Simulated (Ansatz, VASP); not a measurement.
Two plane-wave programs on Bi

File INCAR:

```
SYSTEM = Bi
PREC = Accurate
ENCUT = 520
EDIFF = 1E-7
ISMEAR = 0
SIGMA = 0.05
LREAL = .False.
LASPH = .True.
NELM = 60
ALGO = Normal
ISIF = 2
LWAVE = .False.
LCHARG = .False.
GGA = PE
NBANDS = 14
```

File KPOINTS:

```
Automatic mesh
0
Gamma
  6 6 6
  0 0 0
```

POSCAR

```
Bi
1.0
    0.0000000000      2.5081387850      2.5081387850
    2.5081387850      0.0000000000      2.5081387850
    2.5081387850      2.5081387850      0.0000000000
Bi
1
Direct
    0.0000000000      0.0000000000      0.0000000000
```

Input for Ansatz:

```yaml
crystal:
  lattice:
    - [0.0, 2.508138785, 2.508138785]
    - [2.508138785, 0.0, 2.508138785]
    - [2.508138785, 2.508138785, 0.0]
  atoms:
    - { symbol: Bi, position: [0.0, 0.0, 0.0] }
basis:
  ecutwfc: 420
  ecutrho_ratio: 4
kpoints:
  mp_grid: { grid: [6, 6, 6] }
hamiltonian:
  xc: pbe
scf:
  occupations: { method: gaussian, width: 0.05 }
output:
  forces: true
  stress: true
  eigenvalues: true
```

Alike in both runs: task single point; functional PBE; k mesh 6 × 6 × 6; occupations gaussian, width 0.05 eV; no spin polarisation.

|  | VASP | Ansatz |
| --- | --- | --- |
| version | VASP 6.6.1 | Ansatz 0.2.0 |
| potentials or method | VASP PAW PBE potentials, release 64 (Bi_d), cutoff 520 eV | scalar-relativistic, plane waves, PAW |
| valence electrons in the cell | 15 | 15 |

|  | VASP | Ansatz | Ansatz less VASP |
| --- | --- | --- | --- |
| gap on the k mesh at the Fermi level (eV) | none | none | - |
| pressure (GPa) | 0.1 | 0.1 | +0.08 |

A gap of «none» marks a metal or a gap that the smearing closes. The functional is the same, so the differences come from potentials, cutoffs and numerics.

The k mesh is coarse, so the values compare programs but aren't converged. Spin-orbit coupling is off throughout.
